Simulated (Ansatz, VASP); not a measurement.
**AlBP2 in VASP and in Ansatz**

Contents of INCAR:

```
SYSTEM = AlBP2
ALGO = Normal
EDIFF = 1E-6
ENCUT = 520
GGA = PE
ISIF = 2
ISMEAR = 0
LASPH = .TRUE.
LCHARG = .TRUE.
LELF = .TRUE.
LREAL = .FALSE.
LVHAR = .TRUE.
LWAVE = .FALSE.
NBANDS = 16
NELM = 80
PREC = Accurate
SIGMA = 0.01
```

The input KPOINTS:

```
k-points
0
G
  8 8 6
  0 0 0
```

POSCAR

```
AlBP2
1.0
    3.4921110810      0.0000000000      0.0000000000
    0.0000000000      3.4921110810      0.0000000000
    0.0000000000      0.0000000000      5.2135754130
B P Al
1 2 1
Direct
    0.0000000000      0.0000000000      0.0000000000
    0.0000000000      0.5000000000      0.2091361140
    0.5000000000      0.0000000000      0.7908638860
    0.5000000000      0.5000000000      0.5000000000
```

Input for Ansatz:

```yaml
crystal:
  lattice:
    - [3.492111081, 0.0, 0.0]
    - [0.0, 3.492111081, 0.0]
    - [0.0, 0.0, 5.213575413]
  atoms:
    - { symbol: B, position: [0.0, 0.0, 0.0] }
    - { symbol: P, position: [0.0, 0.5, 0.209136114] }
    - { symbol: Al, position: [0.5, 0.5, 0.5] }
    - { symbol: P, position: [0.5, 0.0, 0.790863886] }
kpoints:
  mp_grid: { grid: [8, 8, 6] }
  band_path:
    path:
      - [0.0, 0.0, 0.0]
      - [0.0, 0.5, 0.0]
      - [0.5, 0.5, 0.0]
      - [0.0, 0.0, 0.5]
      - [0.0, 0.5, 0.5]
      - [0.5, 0.5, 0.5]
      - [0.419271, 0.419271, 0.0]
    npoints: 1
hamiltonian:
  xc: pbe
scf:
  occupations: { method: fixed }
  n_extra_bands: 5
output:
  forces: true
  stress: true
  eigenvalues: true
```

Alike in both runs: task single point; functional PBE; k mesh 8 × 8 × 6; no spin polarisation.

|  | VASP | Ansatz |
| --- | --- | --- |
| version | VASP 6.6.1 | Ansatz 0.2.0 |
| potentials or method | VASP PAW PBE potentials, release 64 (B, P, Al) | plane waves, PAW |
| plane-wave cutoff (eV) | 520 | 420 |
| occupations | gaussian, width 0.01 eV | fixed |
| valence electrons in the cell | 16 | 16 |

```csv
,VASP,Ansatz,Ansatz less VASP
gap on the k mesh at the Fermi level (eV),0.78,0.78,+0.003
pressure (GPa),1.0,1.1,+0.14
rms of the force components (eV/Å),0.066,0.067,+0.0010
```
